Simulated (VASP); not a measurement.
Wanted: the native input for a VASP 6.6.1 run.

```
Task                   : single point
Functional             : PBE
Potentials or basis    : VASP PAW PBE potentials, release 64 (Se)
Cutoff                 : 520 eV
k mesh                 : 9 × 9 × 9
Occupations            : fermi-dirac, width 0.05 eV
Spin                   : no spin polarisation
Dipole correction      : no
Further INCAR settings : ALGO = Normal; EDIFF = 1e-06; NBANDS = 9
```

The structure of Se lies in POSCAR:

```
Se
1.0
    2.8364974649      0.0000000000      0.0000000000
    0.0000000000      2.8364974649      0.0000000000
    0.0000000000      0.0000000000      2.8364974649
Se
1
Direct
    0.0000000000      0.0000000000      0.0000000000
```

This isn't the form of Se at room conditions, which is trigonal, of chains.

The input as run:

INCAR

```
SYSTEM = Se
PREC = Accurate
ENCUT = 520
EDIFF = 1E-6
ISMEAR = -1
SIGMA = 0.05
LREAL = .FALSE.
LASPH = .TRUE.
NELM = 100
ALGO = Normal
ISIF = 2
LWAVE = .FALSE.
LCHARG = .TRUE.
GGA = PE
LELF = .TRUE.
LVHAR = .TRUE.
NBANDS = 9
```

KPOINTS

```
regular mesh
0
G
  9 9 9
  0 0 0
```

Potentials or basis: VASP PAW PBE potentials, release 64 (Se).

Command:

```bash
$ cat potpaw_PBE.64/Se/POTCAR > POTCAR
$ mpirun -np 1 vasp_std > vasp.out
```

Results of the run:

```
Pressure               : 0.0 GPa
Band gap on the k mesh : zero (bands 3 and 4 overlap by 5.89 eV)
```

It took 10 s on 1 thread of Intel Xeon 8259CL (shared host), peak memory 0.14 GiB.
